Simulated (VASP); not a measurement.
# Al3Ni3B in VASP: a series of runs, part 2 of 2

VASP 6.6.1. The steps go on from the part before.

## (3) Single point, PBEsol

The input, INCAR:

```
PREC = Accurate ; ENCUT = 520
EDIFF = 1E-6 ; ISMEAR = 0
SIGMA = 0.1 ; LREAL = F
LASPH = T ; NELM = 100
ALGO = Normal ; ISIF = 2
LWAVE = F ; LCHARG = T
LDIPOL = T ; IDIPOL = 3
DIPOL = 0.5 0.5 0.485 ; GGA = PS
LELF = T ; LVHAR = T
LVACPOTAV = T ; NBANDS = 30
```

The input, KPOINTS:

```
Automatic mesh
0
Gamma
  10 10 1
```

The input, POSCAR:

```
Al3Ni3B
1.0
    2.8621655562      0.0000000000      0.0000000000
    0.0000000000      2.8621655562      0.0000000000
    0.0000000000      0.0000000000     26.1554138905
Ni Al B
3 3 1
Direct
    0.5000000000      0.5000000000      0.3249805198
    0.5000000000      0.5000000000      0.4344097021
    0.5000000000      0.5000000000      0.5426145777
    0.0000000000      0.0000000000      0.3796951109
    0.0000000000      0.0000000000      0.4876948489
    0.0000000000      0.0000000000      0.6008791607
    0.5000000000      0.5000000000      0.6248753658
```

Potentials or basis: VASP PAW PBE potentials, release 64 (Ni, Al, B).

The run is started by

```console
$ cat potpaw_PBE.64/Ni/POTCAR potpaw_PBE.64/Al/POTCAR potpaw_PBE.64/B/POTCAR > POTCAR
$ mpirun -np 1 vasp_std > vasp.out
```

OUTCAR:

```text
PREC = Accurate
   ENCUT = 520
   EDIFF = 1E-6
   ISMEAR = 0
   LREAL = F
   LASPH = T
   NELM = 100
   ISIF = 2
   GGA = PS

 ion  position               nearest neighbor table
   1  0.500  0.500  0.325-   4 2.48   4 2.48   4 2.48   4 2.48   2 2.86
   2  0.500  0.500  0.434-   5 2.46   5 2.46   5 2.46   5 2.46   4 2.48   4 2.48   4 2.48   4 2.48
                             3 2.83   1 2.86
   3  0.500  0.500  0.543-   7 2.15   5 2.48   5 2.48   5 2.48   5 2.48   6 2.53   6 2.53   6 2.53
                             6 2.53   2 2.83
   4  0.000  0.000  0.380-   1 2.48   1 2.48   1 2.48   1 2.48   2 2.48   2 2.48   2 2.48   2 2.48
                             5 2.82
   5  0.000  0.000  0.488-   2 2.46   2 2.46   2 2.46   2 2.46   3 2.48   3 2.48   3 2.48   3 2.48
                             4 2.82   6 2.96
   6  0.000  0.000  0.601-   7 2.12   7 2.12   7 2.12   7 2.12   3 2.53   3 2.53   3 2.53   3 2.53
                             5 2.96
   7  0.500  0.500  0.625-   6 2.12   6 2.12   6 2.12   6 2.12   3 2.15

  LATTYP: Found a simple tetragonal cell.
 ALAT       =     2.8621655562
 C/A-ratio  =     9.1383301828

  Lattice vectors:

 A1 = (   2.8621655562,   0.0000000000,   0.0000000000)
 A2 = (   0.0000000000,   2.8621655562,   0.0000000000)
 A3 = (   0.0000000000,   0.0000000000,  26.1554138905)

Analysis of symmetry for initial positions (statically):
=====================================================================
 Subroutine PRICEL returns:
 Original cell was already a primitive cell.

 Routine SETGRP: Setting up the symmetry group for a
 simple tetragonal supercell.

 Subroutine GETGRP returns: Found  8 space group operations
 (whereof  8 operations were pure point group operations)
 out of a pool of 16 trial point group operations.

The static configuration has the point symmetry C_4v.

Analysis of symmetry for dynamics (positions and initial velocities):
=====================================================================
 Subroutine PRICEL returns:
[... 144 lines left out ...]
   LEPSILON=     F    determine dielectric tensor
   LRPA    =     F    only Hartree local field effects (RPA)
 non-spin polarized calculation
 Gauss-broadening in eV      SIGMA  =   0.10
  energy-cutoff  :      520.00
  volume of cell :      214.26
 maximum number of plane-waves:      5817
 NGX is ok and might be reduce to    24
   NGX = 11   NGY = 11   NGZ = 97

 dipolmoment           0.000000      0.000000     -0.000023 electrons x Angstroem

 number of electron      42.0000023 magnetization

 dipolmoment           0.000000      0.000000      0.024165 electrons x Angstroem

 Free energy of the ion-electron system (eV)
  ---------------------------------------------------
  ext. energy  EPLUGINS =         0.00000000
  ---------------------------------------------------
  free energy    TOTEN  =       -37.46931045 eV

  energy without entropy =      -37.44890648  energy(sigma->0) =      -37.45910847

 E-fermi :   0.3400     XC(G=0):  -5.1574

 val. band max:        0.3245560676   @ k =   0.3000   0.2000   0.0000
 cond. band min:       0.3804722066   @ k =   0.5000   0.3000   0.0000
 fundamental gap:      0.0559161390
 Fermi energy:         0.3399999246

 k-point     1 :       0.0000    0.0000    0.0000
  band No.  band energies     occupation
      1     -11.6702      2.00000
      2     -10.1679      2.00000
      3      -8.2821      2.00000
      4      -5.9477      2.00000
      5      -3.7948      2.00000
      6      -2.9770      2.00000
[... 682 lines left out ...]
     29       3.1037      0.00000
     30       3.8367      0.00000

------------------------ aborting loop because EDIFF is reached ----------------------------------------

  FORCE on cell =-STRESS in cart. coord.  units (eV):
  Direction    XX          YY          ZZ          XY          YZ          ZX
  --------------------------------------------------------------------------------------
  -------------------------------------------------------------------------------------
  Total       -0.3272851     -0.3272851     -0.3644075      0.0000000     -0.0000000      0.0000000
  in kB       -2.4472918     -2.4472918     -2.7248764      0.0000000     -0.0000000      0.0000000
  external PRESSURE =      -2.5398200 kB  Pullay stress =       0.0000000 kB

 VOLUME and BASIS-vectors are now :
 -----------------------------------------------------------------------------
  energy-cutoff  :      520.00
  volume of cell :      214.26
      direct lattice vectors                 reciprocal lattice vectors
     2.862165556  0.000000000  0.000000000     0.349385799  0.000000000  0.000000000
     0.000000000  2.862165556  0.000000000     0.000000000  0.349385799  0.000000000
     0.000000000  0.000000000 26.155413891     0.000000000  0.000000000  0.038233002

 POSITION                                       TOTAL-FORCE (eV/Angst)
 -----------------------------------------------------------------------------------
      1.43108      1.43108      8.50000         0.000000     -0.000000      0.705874
      1.43108      1.43108     11.36217         0.000000      0.000000      0.410133
      1.43108      1.43108     14.19231         0.000000      0.000000     -0.000778
      0.00000      0.00000      9.93108         0.000000      0.000000     -1.121636
      0.00000      0.00000     12.75586         0.000000      0.000000     -0.002655
      0.00000      0.00000     15.71624         0.000000      0.000000     -0.009177
      1.43108      1.43108     16.34387         0.000000      0.000000      0.018238
 -----------------------------------------------------------------------------------
    total drift:                                0.000000     -0.000000      0.000600

  FREE ENERGIE OF THE ION-ELECTRON SYSTEM (eV)
  ---------------------------------------------------
  free  energy   TOTEN  =       -37.4693104508 eV

  energy  without entropy=      -37.4489064814  energy(sigma->0) =      -37.45910847

 vacuum level on the upper side and lower side of the slab         5.642         5.108
```

stdout:

```text
POSCAR found type information on POSCAR NiAlB
 POSCAR found :  3 types and       7 ions
 scaLAPACK will be used
 -----------------------------------------------------------------------------
[... 23 lines left out ...]
|     Did not find any points to average over, which means that no vacuum     |
|     field-free region was found. Please increase the size of  your cell     |
|     in the dimension of the dipole correction to obtain accurate            |
|     workfunction values.                                                    |
|                                                                             |
 -----------------------------------------------------------------------------
```

Wall time 9.3 min (1 thread of Intel Xeon 8259CL, shared host); peak memory 0.4 GiB.

What came out:

| Quantity | Value |
| --- | --- |
| Free energy | -37.4693 eV |
| Largest force | 1.122 eV/Å |
| Band gap on the k mesh | zero (bands 21 and 22 overlap by 1.48 eV) |

Forces on the atoms (eV/Å):
```
Ni   0.000  0.000  0.706
Ni   0.000  0.000  0.410
Ni   0.000  0.000 -0.001
Al   0.000  0.000 -1.122
Al   0.000  0.000 -0.003
Al   0.000  0.000 -0.009
B    0.000  0.000  0.018
```

Caveat: the PAW data sets were made with another functional, which shifts forces and pressure a little. Spin polarisation is off, so any magnetic state and its effect on volume and gap are missing.
